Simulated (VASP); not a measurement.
# TcN2 (Fm-3m) in VASP: single point with r2SCAN

Aim: the single point of TcN2 with r2SCAN.

Program: VASP 6.6.1. These are calculated values, not measurements. Logs are shortened: lines on timing, memory, paths and dates and some standing lists are left out, and cuts for length are marked.

## (1) The cell of the first run

Symmetry: Fm-3m, No. 225, cubic system. Conventional cell: a = 4.889 Å, b = 4.889 Å, c = 4.889 Å, α = 90.00°, β = 90.00°, γ = 90.00°. Within 2.8 Å of Tc (site symmetry m-3m) lie 8 N at 2.12 Å. Within 2.8 Å of N (site symmetry -43m) lie 4 Tc at 2.12 Å and 6 N at 2.44 Å.

## (2) Single point, r2SCAN

File POSCAR:

```
TcN2
1.0
    0.0000000000      2.4445490000      2.4445490000
    2.4445490000      0.0000000000      2.4445490000
    2.4445490000      2.4445490000      0.0000000000
Tc N
1 2
Direct
    0.0000000000      0.0000000000      0.0000000000
    0.7500000000      0.7500000000      0.7500000000
    0.2500000000      0.2500000000      0.2500000000
```

File INCAR.step1:

```
ALGO     = Normal         # electronic algorithm
EDIFF    = 1E-4           # SCF threshold, eV
ENCUT    = 520            # plane-wave cutoff, eV
GGA      = PE             # functional
ISMEAR   = -1             # smearing method
LASPH    = True           # aspherical terms in the spheres
LCHARG   = False          # write CHGCAR
LREAL    = False          # projectors in reciprocal space
LWAVE    = True           # write WAVECAR
NBANDS   = 18             # bands
NELM     = 80             # most SCF steps
PREC     = Accurate       # precision mode
SIGMA    = 0.15           # smearing width, eV
```

File INCAR.step2:

```
ALGO     = Normal         # electronic algorithm
EDIFF    = 1E-6           # SCF threshold, eV
ENCUT    = 520            # plane-wave cutoff, eV
ISIF     = 2              # what is computed and relaxed
ISMEAR   = -1             # smearing method
ISTART   = 1            
LASPH    = True           # aspherical terms in the spheres
LCHARG   = False          # write CHGCAR
LMIXTAU  = True         
LREAL    = False          # projectors in reciprocal space
LWAVE    = False          # write WAVECAR
METAGGA  = R2SCAN         # meta-GGA
NBANDS   = 18             # bands
NELM     = 80             # most SCF steps
PREC     = Accurate       # precision mode
SIGMA    = 0.15           # smearing width, eV
```

File KPOINTS:

```
k-points
0
Gamma
  8 8 8
```

Potentials or basis: VASP PAW PBE potentials, release 64 (Tc_pv, N).

Started as:

```sh
> cat potpaw_PBE.64/Tc_pv/POTCAR potpaw_PBE.64/N/POTCAR > POTCAR
> cp INCAR.step1 INCAR
> mpirun -np 1 vasp_std > vasp.out
> cp INCAR.step2 INCAR
> mpirun -np 1 vasp_std > vasp.out
```

OUTCAR:

```text
EDIFF = 1E-6
   ENCUT = 520
   ISIF = 2
   ISMEAR = -1
   ISTART = 1
   LASPH = True
   LREAL = False
   METAGGA = R2SCAN
   NELM = 80
   PREC = Accurate

 ion  position               nearest neighbor table
   1  0.000  0.000  0.000-   2 2.12   2 2.12   2 2.12   3 2.12   3 2.12   3 2.12   3 2.12   2 2.12

   2  0.750  0.750  0.750-   1 2.12   1 2.12   1 2.12   1 2.12
   3  0.250  0.250  0.250-   1 2.12   1 2.12   1 2.12   1 2.12

  LATTYP: Found a face centered cubic cell.
 ALAT       =     4.8890980000

  Lattice vectors:

 A1 = (   0.0000000000,   2.4445490000,   2.4445490000)
 A2 = (   2.4445490000,   0.0000000000,   2.4445490000)
 A3 = (   2.4445490000,   2.4445490000,   0.0000000000)

Analysis of symmetry for initial positions (statically):
=====================================================================
 Subroutine PRICEL returns:
 Original cell was already a primitive cell.

 Routine SETGRP: Setting up the symmetry group for a
 face centered cubic supercell.

 Subroutine GETGRP returns: Found 48 space group operations
 (whereof 48 operations were pure point group operations)
 out of a pool of 48 trial point group operations.

The static configuration has the point symmetry O_h .

Analysis of symmetry for dynamics (positions and initial velocities):
=====================================================================
 Subroutine PRICEL returns:
 Original cell was already a primitive cell.

 Routine SETGRP: Setting up the symmetry group for a
 face centered cubic supercell.

 Subroutine GETGRP returns: Found 48 space group operations
 (whereof 48 operations were pure point group operations)
 out of a pool of 48 trial point group operations.

The dynamic configuration has the point symmetry O_h .

 Subroutine INISYM returns: Found 48 space group operations
 (whereof 48 operations are pure point group operations),
 and found     1 'primitive' translations

----------------------------------------------------------------------------------------

                                     Primitive cell

  volume of cell :      29.2164

  direct lattice vectors                    reciprocal lattice vectors
     0.000000000  2.444549000  2.444549000    -0.204536706  0.204536706  0.204536706
     2.444549000  0.000000000  2.444549000     0.204536706 -0.204536706  0.204536706
     2.444549000  2.444549000  0.000000000     0.204536706  0.204536706 -0.204536706

  length of vectors
     3.457114350  3.457114350  3.457114350     0.354267967  0.354267967  0.354267967

  position of ions in fractional coordinates (direct lattice)
     0.000000000  0.000000000  0.000000000
     0.750000000  0.750000000  0.750000000
     0.250000000  0.250000000  0.250000000

  ion indices of the primitive-cell ions
   primitive index   ion index
                 1           1
                 2           2
                 3           3

----------------------------------------------------------------------------------------

 KPOINTS: k-points

Automatic generation of k-mesh.
 Grid dimensions read from file:
 generate k-points for:    8    8    8

 Generating k-lattice:

  Cartesian coordinates                     Fractional coordinates (reciprocal lattice)
    -0.025567088  0.025567088  0.025567088     0.125000000  0.000000000  0.000000000
     0.025567088 -0.025567088  0.025567088     0.000000000  0.125000000  0.000000000
     0.025567088  0.025567088 -0.025567088     0.000000000  0.000000000  0.125000000

  Length of vectors
     0.044283496  0.044283496  0.044283496

  Shift w.r.t. Gamma in fractional coordinates (k-lattice)
     0.000000000  0.000000000  0.000000000

 Subroutine IBZKPT returns following result:
 ===========================================

 Found     29 irreducible k-points:

 Following reciprocal coordinates:
            Coordinates               Weight
  0.000000  0.000000  0.000000      1.000000
  0.125000  0.000000  0.000000      8.000000
  0.250000  0.000000  0.000000      8.000000
  0.375000  0.000000  0.000000      8.000000
  0.500000  0.000000  0.000000      4.000000
  0.125000  0.125000  0.000000      6.000000
[... 16 lines left out ...]
  0.500000  0.250000  0.125000     48.000000
 -0.375000  0.250000  0.125000     24.000000
 [... further k-points ...]
   k-points           NKPTS =     29   k-points in BZ     NKDIM =     29   number of bands    NBANDS=     18
   number of dos      NEDOS =    301   number of ions     NIONS =      3
   total plane-waves  NPLWV =  21952
   dimension x,y,z NGX =    28 NGY =   28 NGZ =   28
   dimension x,y,z NGXF=    56 NGYF=   56 NGZF=   56
   ions per type =               1   2
   NGX,Y,Z   is equivalent  to a cutoff of  13.46, 13.46, 13.46 a.u.
   NGXF,Y,Z  is equivalent  to a cutoff of  26.93, 26.93, 26.93 a.u.
 SYSTEM =  unknown system
   PREC   = accura    normal or accurate (medium, high low for compatibility)
   ISTART =      1    job   : 0-new  1-cont  2-samecut
   ICHARG =      0    charge: 1-file 2-atom 10-const
   ISPIN  =      1    spin polarized calculation?
   LNONCOLLINEAR =      F non collinear calculations
   LSORBIT =      F    spin-orbit coupling
   LASPH  =      T    aspherical Exc in radial PAW
   ENCUT  =  520.0 eV  38.22 Ry    6.18 a.u.   6.43  6.43  6.43*2*pi/ulx,y,z
   NELM   =     80;   NELMIN=  2; NELMDL=  0     # of ELM steps
   EDIFF  = 0.1E-05   stopping-criterion for ELM
   LREAL  =      F    real-space projection
   EDIFFG = 0.1E-04   stopping-criterion for IOM
   NSW    =      0    number of steps for IOM
   IBRION =     -1    ionic relax: 0-MD 1-quasi-New 2-CG
   NFREE  =      0    steps in history (QN), initial steepest desc. (CG)
   ISIF   =      2    stress and relaxation
   ISYM   =      2    0-nonsym 1-usesym 2-fastsym
   POTIM  = 0.5000    time-step for ionic-motion
   TEBEG  =    0.0;   TEEND  =   0.0 temperature during run
   PSTRESS=    0.0 pullay stress
   NELECT =      23.0000    total number of electrons
   NUPDOWN=      -1.0000    fix difference up-down
   EMIN   =  10.00;   EMAX   =-10.00  energy-range for DOS
   EFERMI =   0.00;   METHOD = LEGACY
   ISMEAR =    -1;   SIGMA  =   0.15  broadening in eV -4-tet -1-fermi 0-gaus
   EFERMI_NEDOS =   21; number of points for ismear=-14 and -15
   IALGO  =     38    algorithm
   IMIX   =      4    mixing-type and parameters
     AMIX     =   0.40;   BMIX     =  1.00
     AMIX_MAG =   1.60;   BMIX_MAG =  1.00
  volume/ion in A,a.u.               =       9.74        65.72
  Fermi-wavevector in a.u.,A,eV,Ry     =   1.511618  2.856544 31.089159  2.284989
  Thomas-Fermi vector in A             =   2.621651
   LORBIT       =      0    0 simple, 1 ext, 2 COOP (PROOUT), +10 PAW based schemes
   METAGGA = R2SCAN    functional components
   LHFCALC =     F    Hartree Fock is set to
   AEXX    =    0.0000 exact exchange contribution
   IVDW    =     0    specifies the selected vdW correction
   LEPSILON=     F    determine dielectric tensor
   LRPA    =     F    only Hartree local field effects (RPA)
 non-spin polarized calculation
  energy-cutoff  :      520.00
  volume of cell :       29.22
 maximum number of plane-waves:       817
 NGX is ok and might be reduce to    28
   NGX = 13   NGY = 13   NGZ = 13

 number of electron      23.0000001 magnetization

 Free energy of the ion-electron system (eV)
  ---------------------------------------------------
  ext. energy  EPLUGINS =         0.00000000
  ---------------------------------------------------
  free energy    TOTEN  =       -42.12541335 eV

  energy without entropy =      -41.94147803  energy(sigma->0) =      -42.03344569

 E-fermi :   8.8092     XC(G=0): -13.7259

 val. band max:        8.7712792000   @ k =  -0.2500   0.5000   0.2500
 cond. band min:       8.8215858466   @ k =  -0.3750   0.3750   0.1250
 fundamental gap:      0.0503066466
 Fermi energy:         8.8091576546

 k-point     1 :       0.0000    0.0000    0.0000
  band No.  band energies     occupation
      1     -32.1710      2.00000
      2     -32.1710      2.00000
      3     -32.1710      2.00000
      4      -9.1335      2.00000
      5      -3.3195      2.00000
      6       1.4807      2.00000
[... 10 lines left out ...]
     17      18.3678      0.00000
     18      22.0299      0.00000

 k-point     2 :       0.1250    0.0000    0.0000
  band No.  band energies     occupation
      1     -32.1979      2.00000
      2     -32.1751      2.00000
      3     -32.1751      2.00000
      4      -8.8938      2.00000
      5      -3.8690      2.00000
      6       1.6534      2.00000
[... 10 lines left out ...]
     17      18.8299      0.00000
     18      22.3343      0.00000

 k-point     3 :       0.2500    0.0000    0.0000
  band No.  band energies     occupation
      1     -32.2613      2.00000
      2     -32.1842      2.00000
      3     -32.1842      2.00000
      4      -8.2642      2.00000
      5      -4.8180      2.00000
      6       2.0767      2.00000
[... 10 lines left out ...]
     17      19.6996      0.00000
     18      22.9123      0.00000

 k-point     4 :       0.3750    0.0000    0.0000
  band No.  band energies     occupation
      1     -32.3238      2.00000
      2     -32.1932      2.00000
      3     -32.1932      2.00000
      4      -7.5257      2.00000
      5      -5.5499      2.00000
      6       2.4736      2.00000
[... 375 lines left out ...]
      4      -7.7282      2.00000
      5      -5.3228      2.00000
      6       2.1545      2.00000
[... 10 lines left out ...]
     17      19.7683      0.00000
     18      23.2371      0.00000

 k-point    23 :       0.5000    0.2500    0.1250
  band No.  band energies     occupation
      1     -32.3122      2.00000
      2     -32.2373      2.00000
      3     -32.2054      2.00000
      4      -7.0549      2.00000
      5      -5.8167      2.00000
      6       2.1772      2.00000
[... 10 lines left out ...]
     17      20.1499      0.00000
     18      24.0308      0.00000

 k-point    24 :      -0.3750    0.2500    0.1250
  band No.  band energies     occupation
      1     -32.3260      2.00000
      2     -32.2450      2.00000
      3     -32.2106      2.00000
      4      -6.7134      2.00000
      5      -6.0327      2.00000
      6       2.1591      2.00000
[... 10 lines left out ...]
     17      20.1232      0.00000
     18      24.3911      0.00000

 [... further k-points ...]
[... 5 lines left out ...]
  --------------------------------------------------------------------------------------
  -------------------------------------------------------------------------------------
  Total       -1.6322707     -1.6322707     -1.6322707      0.0000000      0.0000000     -0.0000000
  in kB      -89.5110264    -89.5110264    -89.5110264      0.0000000      0.0000000     -0.0000000
  external PRESSURE =     -89.5110264 kB  Pullay stress =       0.0000000 kB

 VOLUME and BASIS-vectors are now :
 -----------------------------------------------------------------------------
  energy-cutoff  :      520.00
  volume of cell :       29.22
      direct lattice vectors                 reciprocal lattice vectors
     0.000000000  2.444549000  2.444549000    -0.204536706  0.204536706  0.204536706
     2.444549000  0.000000000  2.444549000     0.204536706 -0.204536706  0.204536706
     2.444549000  2.444549000  0.000000000     0.204536706  0.204536706 -0.204536706

 POSITION                                       TOTAL-FORCE (eV/Angst)
 -----------------------------------------------------------------------------------
      0.00000      0.00000      0.00000        -0.000000     -0.000000     -0.000000
      3.66682      3.66682      3.66682        -0.000000     -0.000000     -0.000000
      1.22227      1.22227      1.22227         0.000000      0.000000      0.000000
 -----------------------------------------------------------------------------------
    total drift:                               -0.000000     -0.000000      0.000000

  FREE ENERGIE OF THE ION-ELECTRON SYSTEM (eV)
  ---------------------------------------------------
  free  energy   TOTEN  =       -42.1254133507 eV

  energy  without entropy=      -41.9414780252  energy(sigma->0) =      -42.03344569
```

Run time: 53 s. Hardware: 1 thread of Intel Xeon Platinum 8488C (Sapphire Rapids), shared host; peak memory 0.16 GiB.

Results:

```
Free energy : -42.1254 eV
Pressure    : -9.0 GPa
```

Levels at points of the mesh, in eV from the Fermi level:
```csv
k point,band 7,band 8,band 9,band 10,band 11,band 12,band 13,band 14,band 15,band 16
"(0.00, 0.00, 0.00)",-7.33,-7.33,-1.16,-1.16,0.15,0.15,0.15,6.36,6.36,6.36
"(0.50, 0.00, 0.00)",-6.20,-3.10,-2.66,-1.97,-1.97,-0.67,-0.67,2.60,5.82,5.82
"(0.50, 0.50, 0.00)",-4.45,-4.45,-3.09,-3.09,-0.24,0.34,1.29,2.76,4.90,4.90
```

Caveat: the PAW data sets were made with another functional, which shifts forces and pressure a little.
